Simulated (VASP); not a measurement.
Wanted: the native input for a VASP 6.6.1 run.

- Task: single point
- Functional: PBE
- Potentials or basis: VASP PAW PBE potentials, release 64 (Re)
- Cutoff: 520 eV
- k mesh: 10 × 10 × 10
- Occupations: gaussian, width 0.15 eV
- Spin: no spin polarisation
- Dipole correction: no
- Further INCAR settings: ALGO = Fast; EDIFF = 1e-07; NBANDS = 10

The structure of Re lies in POSCAR:

```
Re
1.0
    0.0000000000      2.1583883274      1.5849045488
    2.1583883274      0.0000000000      1.5849045488
    2.1583883274      2.1583883274      0.0000000000
Re
1
Direct
    0.0000000000      0.0000000000      0.0000000000
```

This cell differs from its parent crystal: volume 14.767 Å^3 an atom, c/a of the conventional cell 0.7343.

One way to write it, as run:

INCAR

```
ALGO     = Fast           # electronic algorithm
EDIFF    = 1E-7           # SCF threshold, eV
ENCUT    = 520            # plane-wave cutoff, eV
GGA      = PE             # functional
ISIF     = 2              # what is computed and relaxed
ISMEAR   = 0              # smearing method
LASPH    = T              # aspherical terms in the spheres
LCHARG   = T              # write CHGCAR
LELF     = T              # ELF
LREAL    = F              # projectors in reciprocal space
LVHAR    = T            
LWAVE    = F              # write WAVECAR
NBANDS   = 10             # bands
NELM     = 60             # most SCF steps
PREC     = Accurate       # precision mode
SIGMA    = 0.15           # smearing width, eV
```

KPOINTS

```
k-points
0
Gamma
  10 10 10
```

Potentials or basis: VASP PAW PBE potentials, release 64 (Re).

Command:

```console
$ cat potpaw_PBE.64/Re/POTCAR > POTCAR
$ mpirun -np 1 vasp_std > vasp.out
```

Results of the run:

```
Pressure : 7.6 GPa
```

It took 36 s on 1 thread of AMD EPYC 7R43 64-Core Processor (Zen 3) (shared host), peak memory 0.1 GiB.
